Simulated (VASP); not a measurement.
# Ta in VASP: notebook, part 2 of 2

VASP 6.6.1. The steps go on from the part before.

## Step 4: Single point, PBE (strained)

File INCAR:

```
ALGO = Normal ; EDIFF = 1E-6
ENCUT = 520 ; GGA = PE
ISIF = 2 ; ISMEAR = 0
LASPH = True ; LCHARG = False
LREAL = False ; LWAVE = False
NBANDS = 18 ; NELM = 100
PREC = Accurate ; SIGMA = 0.1
```

File KPOINTS:

```
k-points
0
Gamma
  18 18 8
```

File POSCAR:

```
Ta
1.0
    3.0005509240      0.0000000000      0.0000000000
   -1.5002754620      2.5985533255      0.0000000000
    0.0000000000      0.0000000000      5.0347406640
Ta
2
Direct
    0.6666666700      0.3333333300      0.7500000000
    0.3333333300      0.6666666700      0.2500000000
```

Potentials or basis: VASP PAW PBE potentials, release 64 (Ta_pv).

Launch:

```console
$ cat potpaw_PBE.64/Ta_pv/POTCAR > POTCAR
$ mpirun -np 1 vasp_std > vasp.out
```

OUTCAR:

```text
EDIFF = 1E-6
   ENCUT = 520
   GGA = PE
   ISIF = 2
   ISMEAR = 0
   LASPH = True
   LREAL = False
   NELM = 100
   PREC = Accurate

 ion  position               nearest neighbor table
   1  0.667  0.333  0.750-   2 3.06   2 3.06   2 3.06   2 3.06   2 3.06   2 3.06
   2  0.333  0.667  0.250-   1 3.06   1 3.06   1 3.06   1 3.06   1 3.06   1 3.06

  LATTYP: Found a hexagonal cell.
 ALAT       =     3.0005509240
 C/A-ratio  =     1.6779387491

  Lattice vectors:

 A1 = (   3.0005509240,   0.0000000000,   0.0000000000)
 A2 = (  -1.5002754620,   2.5985533255,   0.0000000000)
 A3 = (   0.0000000000,   0.0000000000,   5.0347406640)

Analysis of symmetry for initial positions (statically):
=====================================================================
 Subroutine PRICEL returns:
 Original cell was already a primitive cell.

 Routine SETGRP: Setting up the symmetry group for a
 hexagonal supercell.

 Subroutine GETGRP returns: Found 24 space group operations
 (whereof 12 operations were pure point group operations)
 out of a pool of 24 trial point group operations.

The static configuration has the point symmetry D_3d.
 The point group associated with its full space group is D_6h.

Analysis of symmetry for dynamics (positions and initial velocities):
=====================================================================
 Subroutine PRICEL returns:
 Original cell was already a primitive cell.

 Routine SETGRP: Setting up the symmetry group for a
 hexagonal supercell.

 Subroutine GETGRP returns: Found 24 space group operations
 (whereof 12 operations were pure point group operations)
 out of a pool of 24 trial point group operations.

The dynamic configuration has the point symmetry D_3d.
 The point group associated with its full space group is D_6h.

 Subroutine INISYM returns: Found 24 space group operations
 (whereof 12 operations are pure point group operations),
 and found     1 'primitive' translations
[... 111 lines left out ...]
   EFERMI_NEDOS =   21; number of points for ismear=-14 and -15
   IALGO  =     38    algorithm
   IMIX   =      4    mixing-type and parameters
     AMIX     =   0.40;   BMIX     =  1.00
     AMIX_MAG =   1.60;   BMIX_MAG =  1.00
  volume/ion in A,a.u.               =      19.63       132.46
  Fermi-wavevector in a.u.,A,eV,Ry     =   1.349727  2.550613 24.786576  1.821762
  Thomas-Fermi vector in A             =   2.477290
   LORBIT       =      0    0 simple, 1 ext, 2 COOP (PROOUT), +10 PAW based schemes
   GGA     = PE    functional components
   LHFCALC =     F    Hartree Fock is set to
   AEXX    =    0.0000 exact exchange contribution
   IVDW    =     0    specifies the selected vdW correction
   LEPSILON=     F    determine dielectric tensor
   LRPA    =     F    only Hartree local field effects (RPA)
 non-spin polarized calculation
 Gauss-broadening in eV      SIGMA  =   0.10
  energy-cutoff  :      520.00
  volume of cell :       39.26
 maximum number of plane-waves:      1080
 NGX is ok and might be reduce to    24
   NGX = 11   NGY = 11   NGZ = 19

 number of electron      21.9999994 magnetization

 Free energy of the ion-electron system (eV)
  ---------------------------------------------------
  ext. energy  EPLUGINS =         0.00000000
  ---------------------------------------------------
  free energy    TOTEN  =       -22.98335530 eV

  energy without entropy =      -22.96864569  energy(sigma->0) =      -22.97600050

 E-fermi :   5.2641     XC(G=0): -12.1791

 val. band max:        5.2613158935   @ k =   0.3333   0.0556   0.2500
 cond. band min:       5.2732209462   @ k =   0.2778   0.1111   0.3750
 fundamental gap:      0.0119050527
 Fermi energy:         5.2640562494

 k-point     1 :       0.0000    0.0000    0.0000
  band No.  band energies     occupation
      1     -29.3952      2.00000
      2     -28.6572      2.00000
      3     -28.6572      2.00000
      4     -28.5766      2.00000
      5     -28.5562      2.00000
      6     -28.5562      2.00000
[... 481 lines left out ...]
      5     -28.7526      2.00000
      6     -28.7446      2.00000
[... 10 lines left out ...]
     17      11.7925      0.00000
     18      13.5233      0.00000

 [... further k-points ...]

------------------------ aborting loop because EDIFF is reached ----------------------------------------

  FORCE on cell =-STRESS in cart. coord.  units (eV):
  Direction    XX          YY          ZZ          XY          YZ          ZX
  --------------------------------------------------------------------------------------
  -------------------------------------------------------------------------------------
  Total       -2.7461156     -2.7461156     -0.6355192      0.0000000      0.0000000      0.0000000
  in kB     -112.0778168   -112.0778168    -25.9375856      0.0000000      0.0000000      0.0000000
  external PRESSURE =     -83.3644064 kB  Pullay stress =       0.0000000 kB

 VOLUME and BASIS-vectors are now :
 -----------------------------------------------------------------------------
  energy-cutoff  :      520.00
  volume of cell :       39.26
      direct lattice vectors                 reciprocal lattice vectors
     3.000550924  0.000000000  0.000000000     0.333272131  0.192414754  0.000000000
    -1.500275462  2.598553326  0.000000000     0.000000000  0.384829509  0.000000000
     0.000000000  0.000000000  5.034740664     0.000000000  0.000000000  0.198619962

 POSITION                                       TOTAL-FORCE (eV/Angst)
 -----------------------------------------------------------------------------------
      1.50028      0.86618      3.77606        -0.000000      0.000000      0.000000
     -0.00000      1.73237      1.25869         0.000000     -0.000000      0.000000
 -----------------------------------------------------------------------------------
    total drift:                               -0.000001      0.000001     -0.000000

  FREE ENERGIE OF THE ION-ELECTRON SYSTEM (eV)
  ---------------------------------------------------
  free  energy   TOTEN  =       -22.9833553020 eV

  energy  without entropy=      -22.9686456890  energy(sigma->0) =      -22.97600050
```

OSZICAR:

```text
N       E                     dE             d eps       ncg     rms          rms(c)
DAV:   1     0.168727736432E+03    0.16873E+03   -0.12763E+04  6676   0.125E+03
DAV:   2    -0.197936233109E+02   -0.18852E+03   -0.18565E+03  8184   0.353E+02
DAV:   3    -0.239806377967E+02   -0.41870E+01   -0.41222E+01  8126   0.492E+01
DAV:   4    -0.240137721030E+02   -0.33134E-01   -0.33069E-01  7618   0.458E+00
DAV:   5    -0.240140176029E+02   -0.24550E-03   -0.24548E-03  7530   0.379E-01    0.161E+01
DAV:   6    -0.232222670391E+02    0.79175E+00   -0.90849E-01  7482   0.814E+00    0.757E+00
DAV:   7    -0.229862737023E+02    0.23599E+00   -0.73939E-01  7764   0.690E+00    0.515E-01
DAV:   8    -0.229834128546E+02    0.28608E-02   -0.96249E-03  7372   0.843E-01    0.143E-01
DAV:   9    -0.229833672513E+02    0.45603E-04   -0.35872E-04  7686   0.157E-01    0.407E-02
DAV:  10    -0.229833559558E+02    0.11296E-04   -0.26100E-05  8188   0.410E-02    0.593E-03
DAV:  11    -0.229833553020E+02    0.65372E-06   -0.16743E-06  4688   0.103E-02
   1 F= -.22983355E+02 E0= -.22976000E+02  d E =-.147096E-01
```

stdout:

```text
POSCAR found type information on POSCAR Ta
 POSCAR found :  1 types and       2 ions
 scaLAPACK will be used
 LDA part: xc-table for (Slater+PW92), standard interpolation
 POSCAR, INCAR and KPOINTS ok, starting setup
 FFT: planning ... GRIDC
 FFT: planning ... GRID_SOFT
 FFT: planning ... GRID
 WAVECAR not read
 entering main loop
```

Run time: 1.7 min. Hardware: 1 thread of Intel Xeon 8259CL, shared host; peak memory 0.24 GiB.

What came out:

```
Free energy            : -22.9834 eV
Pressure               : -8.3 GPa
Band gap on the k mesh : zero (bands 11 and 12 overlap by 1.93 eV)
```

Levels at points of the mesh, in eV from the Fermi level:
| k point | band 9 | band 10 | band 11 | band 12 | band 13 | band 14 |
| --- | --- | --- | --- | --- | --- | --- |
| (0.00, 0.00, 0.00) | 0.05 | 0.22 | 0.46 | 0.46 | 1.12 | 1.12 |
| (0.50, 0.00, 0.00) | -3.08 | -0.82 | -0.03 | 0.39 | 0.73 | 5.47 |
| (0.00, 0.00, 0.50) | -0.82 | -0.82 | 0.44 | 0.44 | 0.44 | 0.44 |
| (0.50, 0.00, 0.50) | -1.99 | -1.99 | 1.20 | 1.20 | 2.21 | 2.21 |

Caveat: the cell differs from its parent crystal (strained); the stress differs along the axes, from -11 to -3 GPa; spin-orbit coupling is left out, which moves the levels of the heavy elements.

## Step 5: Single point, PBE (one atom moved)

File INCAR:

```
SYSTEM = Ta
ALGO = Fast ; EDIFF = 1E-6
ENCUT = 520 ; GGA = PE
ISIF = 2 ; ISMEAR = 0
LASPH = .TRUE. ; LCHARG = .FALSE.
LREAL = .FALSE. ; LWAVE = .FALSE.
NBANDS = 18 ; NELM = 60
PREC = Accurate ; SIGMA = 0.1
```

File KPOINTS:

```
k-points
0
G
  15 15 8
  0 0 0
```

File POSCAR:

```
Ta
1.0
    2.9003720726      0.0000000000      0.0000000000
   -1.4501860363      2.5117958953      0.0000000000
    0.0000000000      0.0000000000      5.1662740000
Ta
2
Direct
    0.6976971715      0.3333333300      0.7500000000
    0.3333333300      0.6666666700      0.2500000000
```

Potentials or basis: VASP PAW PBE potentials, release 64 (Ta_pv).

Launch:

```console
$ cat potpaw_PBE.64/Ta_pv/POTCAR > POTCAR
$ mpirun -np 1 vasp_std > vasp.out
```

OUTCAR:

```text
SYSTEM = Ta
   EDIFF = 1E-6
   ENCUT = 520
   GGA = PE
   ISIF = 2
   ISMEAR = 0
   LASPH = .TRUE.
   LREAL = .FALSE.
   NELM = 60
   PREC = Accurate

 ion  position               nearest neighbor table
   1  0.698  0.333  0.750-   2 3.04   2 3.04   2 3.08   2 3.08   2 3.12   2 3.12
   2  0.333  0.667  0.250-   1 3.04   1 3.04   1 3.08   1 3.08   1 3.12   1 3.12

  LATTYP: Found a hexagonal cell.
 ALAT       =     2.9003720726
 C/A-ratio  =     1.7812452577

  Lattice vectors:

 A1 = (   2.9003720726,   0.0000000000,   0.0000000000)
 A2 = (  -1.4501860363,   2.5117958953,   0.0000000000)
[... 194 lines left out ...]
      6     -27.9769      2.00000
[... 481 lines left out ...]
      5     -28.0965      2.00000
      6     -28.0084      2.00000
[... 10 lines left out ...]
     17      10.9827      0.00000
     18      11.4922      0.00000

 [... further k-points ...]
[... 5 lines left out ...]
  --------------------------------------------------------------------------------------
  -------------------------------------------------------------------------------------
  Total       -0.0750713     -0.0727454     -0.3916347      0.4176416      0.0000000      0.0000000
  in kB       -3.1957225     -3.0967088    -16.6715617     17.7786532      0.0000000      0.0000000
  external PRESSURE =      -7.6546643 kB  Pullay stress =       0.0000000 kB

 VOLUME and BASIS-vectors are now :
 -----------------------------------------------------------------------------
  energy-cutoff  :      520.00
  volume of cell :       37.64
      direct lattice vectors                 reciprocal lattice vectors
     2.900372073  0.000000000  0.000000000     0.344783350  0.199060760  0.000000000
    -1.450186036  2.511795895  0.000000000     0.000000000  0.398121520  0.000000000
     0.000000000  0.000000000  5.166274000     0.000000000  0.000000000  0.193563098

 POSITION                                       TOTAL-FORCE (eV/Angst)
 -----------------------------------------------------------------------------------
      1.54019      0.83727      3.87471         0.095737     -0.044009      0.000000
     -0.00000      1.67453      1.29157        -0.095737      0.044009      0.000000
 -----------------------------------------------------------------------------------
    total drift:                               -0.000000     -0.000000     -0.000000

  FREE ENERGIE OF THE ION-ELECTRON SYSTEM (eV)
  ---------------------------------------------------
  free  energy   TOTEN  =       -23.0791075766 eV

  energy  without entropy=      -23.0667003505  energy(sigma->0) =      -23.07290396
```

OSZICAR:

```text
N       E                     dE             d eps       ncg     rms          rms(c)
DAV:   1     0.171086787787E+03    0.17109E+03   -0.12809E+04 20372   0.126E+03
DAV:   2    -0.196500611848E+02   -0.19074E+03   -0.18768E+03 24704   0.356E+02
DAV:   3    -0.239742268434E+02   -0.43242E+01   -0.42518E+01 24654   0.503E+01
DAV:   4    -0.240076825690E+02   -0.33456E-01   -0.33335E-01 23106   0.455E+00
DAV:   5    -0.240079227123E+02   -0.24014E-03   -0.24013E-03 22884   0.376E-01    0.176E+01
RMM:   6    -0.232974366587E+02    0.71049E+00   -0.70016E-01 20613   0.633E+00    0.848E+00
RMM:   7    -0.230771173024E+02    0.22032E+00   -0.87479E-01 22738   0.654E+00    0.524E-01
RMM:   8    -0.230782675969E+02   -0.11503E-02   -0.45807E-02 25087   0.157E+00    0.473E-01
RMM:   9    -0.230795524348E+02   -0.12848E-02   -0.12315E-02 25492   0.704E-01    0.302E-01
RMM:  10    -0.230791022388E+02    0.45020E-03   -0.33025E-03 22174   0.430E-01    0.103E-01
RMM:  11    -0.230790982892E+02    0.39495E-05   -0.32971E-04 26948   0.145E-01    0.212E-02
RMM:  12    -0.230791066214E+02   -0.83321E-05   -0.73501E-05 27712   0.614E-02    0.189E-02
RMM:  13    -0.230791075766E+02   -0.95523E-06   -0.88629E-06 22891   0.164E-02
   1 F= -.23079108E+02 E0= -.23072904E+02  d E =-.124072E-01
```

Wall time 7.1 min (1 thread of Intel Xeon 8259CL, shared host); peak memory 0.42 GiB.

What came out:

```yaml
Free_energy: -23.0791 eV
Pressure: -0.8 GPa
Largest_force: 0.105 eV/Å
Band_gap_on_the_k_mesh: zero (bands 11 and 12 overlap by 2.26 eV)
```

Forces in eV/Å, atoms in the order of the input:
```
Ta   0.096 -0.044  0.000
Ta  -0.096  0.044  0.000
```

Caveat: the cell differs from its parent crystal (one atom moved); spin-orbit coupling is left out, which moves the levels of the heavy elements.

## Step 6: The runs side by side

```csv
cell,k mesh,gap on the mesh (eV),pressure (GPa),largest force (eV/Å)
"a = 2.864, b = 2.864, c = 5.179 Å, angles 90.0, 90.0, 120.0°, 2 atoms, atomic positions A",18 × 18 × 8,none,4.0,-
"a = 2.900, b = 2.900, c = 5.166 Å, angles 90.0, 90.0, 120.0°, 2 atoms, atomic positions B",15 × 15 × 8,none,-0.2,1.01
"a = 3.001, b = 3.001, c = 5.035 Å, angles 90.0, 90.0, 120.0°, 2 atoms, atomic positions A",18 × 18 × 8,none,-8.3,-
"a = 2.900, b = 2.900, c = 5.166 Å, angles 90.0, 90.0, 120.0°, 2 atoms, atomic positions C",15 × 15 × 8,none,-0.8,0.11
```

Alike in all rows: task single point; level PBE; potentials or basis VASP PAW PBE potentials, release 64 (Ta_pv); no spin polarisation; cutoff (eV) 520; smearing gaussian 0.1 eV.

Caveats: spin-orbit coupling is left out, which moves the levels of the heavy elements; the cell stands under pressure (at least some runs); forces of over 1 eV/Å act on the atoms, so gaps and moduli don't describe the material at rest (at least some runs); the stress differs along the axes, from -11 to -3 GPa (at least some runs).

Absolute energies hang on the potentials; compare differences alone.

The gap in the log of VASP goes by the Fermi energy; the results here count the filled bands.